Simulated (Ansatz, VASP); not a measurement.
AlPt: VASP beside Ansatz

The input POSCAR:

```
AlPt
1.0
    3.0915460000      0.0000000000      0.0000000000
    0.0000000000      3.0915460000      0.0000000000
    0.0000000000      0.0000000000      3.0915460000
Al Pt
1 1
Direct
    0.0000000000      0.0000000000      0.0000000000
    0.5000000000      0.5000000000      0.5000000000
```

Contents of INCAR.step1:

```
SYSTEM = AlPt
ALGO     = Normal         ! electronic algorithm
EDIFF    = 1E-4           ! SCF threshold, eV
ENCUT    = 520            ! plane-wave cutoff, eV
GGA      = PE             ! functional
ISMEAR   = 0              ! smearing method
LASPH    = .TRUE.         ! aspherical terms in the spheres
LCHARG   = .FALSE.        ! write CHGCAR
LREAL    = .FALSE.        ! projectors in reciprocal space
LWAVE    = .TRUE.         ! write WAVECAR
NBANDS   = 14             ! bands
NELM     = 100            ! most SCF steps
PREC     = Accurate       ! precision mode
SIGMA    = 0.15           ! smearing width, eV
```

File INCAR.step2:

```
SYSTEM = AlPt
ALGO     = Normal         ! electronic algorithm
EDIFF    = 1E-7           ! SCF threshold, eV
ENCUT    = 520            ! plane-wave cutoff, eV
ISIF     = 2              ! what is computed and relaxed
ISMEAR   = 0              ! smearing method
ISTART   = 1            
LASPH    = .TRUE.         ! aspherical terms in the spheres
LCHARG   = .FALSE.        ! write CHGCAR
LMIXTAU  = .TRUE.       
LREAL    = .FALSE.        ! projectors in reciprocal space
LWAVE    = .FALSE.        ! write WAVECAR
METAGGA  = R2SCAN         ! meta-GGA
NBANDS   = 14             ! bands
NELM     = 100            ! most SCF steps
PREC     = Accurate       ! precision mode
SIGMA    = 0.15           ! smearing width, eV
```

Contents of KPOINTS:

```
k-points
0
G
  16 16 16
  0 0 0
```

Input for Ansatz:

```yaml
crystal:
  lattice:
    - [3.091546, 0.0, 0.0]
    - [0.0, 3.091546, 0.0]
    - [0.0, 0.0, 3.091546]
  atoms:
    - { symbol: Al, position: [0.0, 0.0, 0.0] }
    - { symbol: Pt, position: [0.5, 0.5, 0.5] }
basis:
  ecutwfc: 500
kpoints:
  mp_grid: { grid: [16, 16, 16] }
hamiltonian:
  xc: r2scan
scf:
  occupations: { method: gaussian, width: 0.15 }
output:
  forces: true
  stress: true
  eigenvalues: true
```

Alike in both runs: task single point; functional r2SCAN; k mesh 16 × 16 × 16; occupations gaussian, width 0.15 eV; no spin polarisation.

|  | VASP | Ansatz |
| --- | --- | --- |
| version | VASP 6.6.1 | Ansatz 0.2.0 |
| potentials or method | VASP PAW PBE potentials, release 64 (Al, Pt), cutoff 520 eV | scalar-relativistic, plane waves, PAW |
| valence electrons in the cell | 13 | 21 |

```tsv
	VASP	Ansatz	Ansatz less VASP
gap on the k mesh at the Fermi level (eV)	none	none	-
pressure (GPa)	-4.9	-4.7	+0.19
```

VASP's potentials were made for PBE, not for r2SCAN. A gap of «none» marks a metal or a gap that the smearing closes. VASP's potentials hold 13 valence electrons a cell and Ansatz's 21, so a difference there can come from the potentials and not from the codes.

Neither program's run includes spin-orbit coupling.
